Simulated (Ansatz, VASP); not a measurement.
## Al in VASP and in Ansatz

```
CELL_PARAMETERS angstrom
0.00000 2.32352 1.46196
2.32352 0.00000 1.46196
2.32352 2.32352 0.00000
ATOMIC_POSITIONS crystal
Al 0.00000 0.00000 0.00000
```

Alike in both runs: task single point; functional PBE; dispersion D3(BJ); k mesh 22 × 22 × 22; occupations gaussian, width 0.15 eV; no spin polarisation.

```csv
,VASP,Ansatz
version,VASP 6.6.1,Ansatz 0.2.0
potentials or method,"VASP PAW PBE potentials, release 64 (Al), cutoff 520 eV","scalar-relativistic, plane waves, PAW"
valence electrons in the cell,3,3
```

```csv
,VASP,Ansatz,Ansatz less VASP
gap on the k mesh at the Fermi level (eV),none,none,-
pressure (GPa),1.9,1.9,-0.01
"traceless stress, the component that is largest in VASP (GPa)",-1.49,-1.48,+0.012
```

A gap of «none» marks a metal or a gap that the smearing closes.
